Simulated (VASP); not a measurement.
# CrO2 (P4_2/mnm) in VASP: single point with PBE+U

Aim: the single point of CrO2 with PBE+U.

All numbers are computed with VASP 6.6.1; they aren't measurements. Logs are shortened: lines on timing, memory, paths and dates and some standing lists are left out, and cuts for length are marked.

### 1 The cell of the first run

The structure is tetragonal, space group P4_2/mnm (No. 136). Conventional cell: a = 4.478 Å, b = 4.478 Å, c = 2.971 Å, α = 90.00°, β = 90.00°, γ = 90.00°. Cr (site symmetry mmm) has 6 O at 1.92 to 1.94 Å within 2.5 Å. O (site symmetry m2m) has 3 Cr at 1.92 to 1.94 Å and 1 O at 2.49 Å within 2.5 Å.

### 2 Single point, PBE+U, collinear spin, ferrimagnetic start

Contents of INCAR:

```
PREC = Accurate
ENCUT = 520
EDIFF = 1E-7
ISMEAR = 0
SIGMA = 0.1
LREAL = F
LASPH = T
NELM = 150
ALGO = Normal
ISIF = 2
LWAVE = F
LCHARG = F
ISPIN = 2
MAGMOM = 2.11 2.11 -0.22 -0.22 -0.22 -0.22
LORBIT = 11
LMAXMIX = 4
LDAU = T
LDAUTYPE = 2
LDAUL = 2 -1
LDAUU = 3.7 0
LDAUJ = 0 0
LDAUPRINT = 1
GGA = PE
NBANDS = 37
```

Contents of KPOINTS:

```
Automatic mesh
0
Gamma
  6 6 6
```

Contents of POSCAR:

```
CrO2
1.0
    4.4782990872      0.0000000000      0.0000000000
    0.0000000000      4.4783474524      0.0000000000
    0.0000000000      0.0000000000      2.9710169011
Cr O
2 4
Direct
    0.0000000000      0.0000000000      0.5000000000
    0.5000000000      0.5000000000      0.0000000000
    0.3033576436      0.3033674411      0.5000000000
    0.6966423564      0.6966325589      0.5000000000
    0.1966423564      0.8033674411      0.0000000000
    0.8033576436      0.1966325589      0.0000000000
```

Potentials or basis: VASP PAW PBE potentials, release 64 (Cr_pv, O).

Command:

```
cat potpaw_PBE.64/Cr_pv/POTCAR potpaw_PBE.64/O/POTCAR > POTCAR
mpirun -np 1 vasp_std > vasp.out
```

OUTCAR:

```text
PREC = Accurate
   ENCUT = 520
   EDIFF = 1E-7
   ISMEAR = 0
   LREAL = F
   LASPH = T
   NELM = 150
   ISIF = 2
   ISPIN = 2
   LORBIT = 11
   GGA = PE

 ion  position               nearest neighbor table
   1  0.000  0.000  0.500-   3 1.92   4 1.92   5 1.94   6 1.94   5 1.94   6 1.94
   2  0.500  0.500  0.000-   5 1.92   6 1.92   3 1.94   4 1.94   3 1.94   4 1.94
   3  0.303  0.303  0.500-   1 1.92   2 1.94   2 1.94
   4  0.697  0.697  0.500-   1 1.92   2 1.94   2 1.94
   5  0.197  0.803  0.000-   2 1.92   1 1.94   1 1.94
   6  0.803  0.197  0.000-   2 1.92   1 1.94   1 1.94

  LATTYP: Found a simple orthorhombic cell.
 ALAT       =     2.9710169011
 B/A-ratio  =     1.5073287148
 C/A-ratio  =     1.5073449938

  Lattice vectors:

 A1 = (   0.0000000000,   0.0000000000,   2.9710169011)
 A2 = (   4.4782990872,   0.0000000000,   0.0000000000)
 A3 = (   0.0000000000,   4.4783474524,   0.0000000000)

Analysis of symmetry for initial positions (statically):
=====================================================================
 Subroutine PRICEL returns:
 Original cell was already a primitive cell.

 Routine SETGRP: Setting up the symmetry group for a
 simple orthorhombic supercell.

 Subroutine GETGRP returns: Found  8 space group operations
 (whereof  4 operations were pure point group operations)
 out of a pool of  8 trial point group operations.

The static configuration has the point symmetry C_2h.
 The point group associated with its full space group is D_2h.

Analysis of symmetry for dynamics (positions and initial velocities):
=====================================================================
 Subroutine PRICEL returns:
 Original cell was already a primitive cell.

 Routine SETGRP: Setting up the symmetry group for a
 simple orthorhombic supercell.

 Subroutine GETGRP returns: Found  8 space group operations
 (whereof  4 operations were pure point group operations)
 out of a pool of  8 trial point group operations.

The dynamic configuration has the point symmetry C_2h.
 The point group associated with its full space group is D_2h.
[... 225 lines left out ...]
  o =  0.3843  v =  0.0000  0.7071  0.0000  0.7071 -0.0000  0.0000  0.0000  0.0000  0.0000  0.0000      0.0000  0.0000  0.0000  0.0000  0.0000  0.0000  0.0000  0.0000  0.0000  0.0000
  o =  0.4194  v = -0.8215  0.0000 -0.5703  0.0000 -0.0001  0.0000  0.0000  0.0000  0.0000  0.0000      0.0000  0.0000  0.0000  0.0000  0.0000  0.0000  0.0000  0.0000  0.0000  0.0000
  o =  0.5512  v = -0.0001  0.0000 -0.0000  0.0000  1.0000  0.0000  0.0000  0.0000  0.0000  0.0000      0.0000  0.0000  0.0000  0.0000  0.0000  0.0000  0.0000  0.0000  0.0000  0.0000
  o =  0.8680  v = -0.0000  0.7071  0.0000 -0.7071  0.0000  0.0000  0.0000  0.0000  0.0000  0.0000      0.0000  0.0000  0.0000  0.0000  0.0000  0.0000  0.0000  0.0000  0.0000  0.0000
  o =  0.9509  v = -0.5703 -0.0000  0.8215  0.0000 -0.0000  0.0000  0.0000  0.0000  0.0000  0.0000      0.0000  0.0000  0.0000  0.0000  0.0000  0.0000  0.0000  0.0000  0.0000  0.0000

 number of electron      48.0000003 magnetization       4.0000195

 Free energy of the ion-electron system (eV)
  ---------------------------------------------------
  ext. energy  EPLUGINS =         0.00000000
  ---------------------------------------------------
  free energy    TOTEN  =       -44.36140810 eV

  energy without entropy =      -44.35618738  energy(sigma->0) =      -44.35879774

 E-fermi :   4.7900     XC(G=0): -11.6493

 val. band max:        4.7348967941   @ k =   0.1667   0.1667   0.3333
 cond. band min:       4.7903843670   @ k =   0.0000   0.1667   0.0000
 fundamental gap:      0.0554875729
 Fermi energy:         4.7900392752

 spin component 1

 k-point     1 :       0.0000    0.0000    0.0000
  band No.  band energies     occupation
      1     -40.0143      1.00000
      2     -40.0143      1.00000
      3     -39.9503      1.00000
      4     -39.9503      1.00000
      5     -39.7603      1.00000
      6     -39.7488      1.00000
[... 1865 lines left out ...]
     35      14.0510      0.00000
     36      17.0976      0.00000

 [... further k-points ...]

 [bands above 36 left out]

------------------------ aborting loop because EDIFF is reached ----------------------------------------

  FORCE on cell =-STRESS in cart. coord.  units (eV):
  Direction    XX          YY          ZZ          XY          YZ          ZX
  --------------------------------------------------------------------------------------
  -------------------------------------------------------------------------------------
  Total        0.3907031      0.3906060      0.8624803      0.0000000      0.0000000      0.0000000
  in kB       10.5056126     10.5030029     23.1912282      0.0000000      0.0000000      0.0000000
  external PRESSURE =      14.7332813 kB  Pullay stress =       0.0000000 kB

 VOLUME and BASIS-vectors are now :
 -----------------------------------------------------------------------------
  energy-cutoff  :      520.00
  volume of cell :       59.58
      direct lattice vectors                 reciprocal lattice vectors
     4.478299087  0.000000000  0.000000000     0.223299065  0.000000000  0.000000000
     0.000000000  4.478347452  0.000000000     0.000000000  0.223296654  0.000000000
     0.000000000  0.000000000  2.971016901     0.000000000  0.000000000  0.336585093

 POSITION                                       TOTAL-FORCE (eV/Angst)
 -----------------------------------------------------------------------------------
      0.00000      0.00000      1.48551         0.000000      0.000000      0.000000
      2.23915      2.23917      0.00000         0.000000      0.000000      0.000000
      1.35853      1.35858      1.48551        -0.146400     -0.146424      0.000000
      3.11977      3.11976      1.48551         0.146400      0.146424     -0.000000
      0.88062      3.59776      0.00000         0.146400     -0.146424      0.000000
      3.59768      0.88059      0.00000        -0.146400      0.146424      0.000000
 -----------------------------------------------------------------------------------
    total drift:                                0.000000      0.000000      0.000000

  FREE ENERGIE OF THE ION-ELECTRON SYSTEM (eV)
  ---------------------------------------------------
  free  energy   TOTEN  =       -44.3614080965 eV

  energy  without entropy=      -44.3561873821  energy(sigma->0) =      -44.35879774

 total charge

# of ion       s       p       d       tot
------------------------------------------
    1        0.356   6.434   3.924  10.714
    2        0.356   6.434   3.924  10.714
    3        1.570   3.454   0.000   5.025
    4        1.570   3.454   0.000   5.025
    5        1.570   3.454   0.000   5.025
    6        1.570   3.454   0.000   5.025
--------------------------------------------------
tot          6.993  26.685   7.848  41.526

 magnetization (x)

# of ion       s       p       d       tot
------------------------------------------
    1        0.028   0.035   2.386   2.449
    2        0.028   0.035   2.386   2.449
    3       -0.006  -0.213   0.000  -0.219
    4       -0.006  -0.213   0.000  -0.219
    5       -0.006  -0.213   0.000  -0.219
    6       -0.006  -0.213   0.000  -0.219
--------------------------------------------------
tot          0.032  -0.780   4.771   4.023
```

Run time: 6.8 min. Hardware: 1 thread of Oxide Virtual Turin-like, shared host; peak memory 0.3 GiB.

Results:

* Free energy: -44.3614 eV
* Pressure: 1.5 GPa
* Largest force: 0.207 eV/Å
* Band gap on the k mesh: zero (filled and empty bands overlap)
* Net moment: 4.00 μB per cell
* Site moments: Cr +2.45; O -0.22 μB
* Valence electrons inside the program's atomic spheres: Cr 10.71; O 5.03

Forces in eV/Å, atoms in the order of the input:
```
Cr   0.000  0.000  0.000
Cr   0.000  0.000  0.000
O   -0.146 -0.146  0.000
O    0.146  0.146  0.000
O    0.146 -0.146  0.000
O   -0.146  0.146  0.000
```

Eigenvalues of the final occupation matrices:
| site | spin | trace | eigenvalues |
| --- | --- | --- | --- |
| site 1 d | 1 | 3.17 | 0.38 0.42 0.55 0.87 0.95 |
| site 1 d | 2 | 0.78 | 0.06 0.08 0.09 0.28 0.28 |
| site 2 d | 1 | 3.17 | 0.38 0.42 0.55 0.87 0.95 |
| site 2 d | 2 | 0.78 | 0.06 0.08 0.09 0.28 0.28 |
